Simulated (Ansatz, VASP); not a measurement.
## Two plane-wave programs on Mo

```
Mo
1.0
     1.72931    0.99842    3.20680
    -1.72931    0.99842    3.20680
     0.00000   -1.99684    3.20680
Mo
2
Direct
  0.22754 0.22754 0.22754
  0.77246 0.77246 0.77246
```

Alike in both runs: task single point; functional PBE; k mesh 6 × 6 × 6; occupations gaussian, width 0.1 eV; no spin polarisation.

|  | VASP | Ansatz |
| --- | --- | --- |
| version | VASP 6.6.1 | Ansatz 0.2.0 |
| potentials or method | VASP PAW PBE potentials, release 64 (Mo_sv), cutoff 500 eV | scalar-relativistic, plane waves, PAW |
| valence electrons in the cell | 28 | 28 |

VASP gave:

```
gap on the k mesh at the Fermi level (eV) : none
rms of the force components (eV/Å)        : 3.096
```

Task: Which values does Ansatz return?

Result: gap on the k mesh at the Fermi level (eV): none; rms of the force components (eV/Å): 3.008.

Atom by atom the forces differ by 0.089 eV/Å (rms over components). A gap of «none» marks a metal or a gap that the smearing closes.

The k mesh is coarse, so the values compare programs but aren't converged.
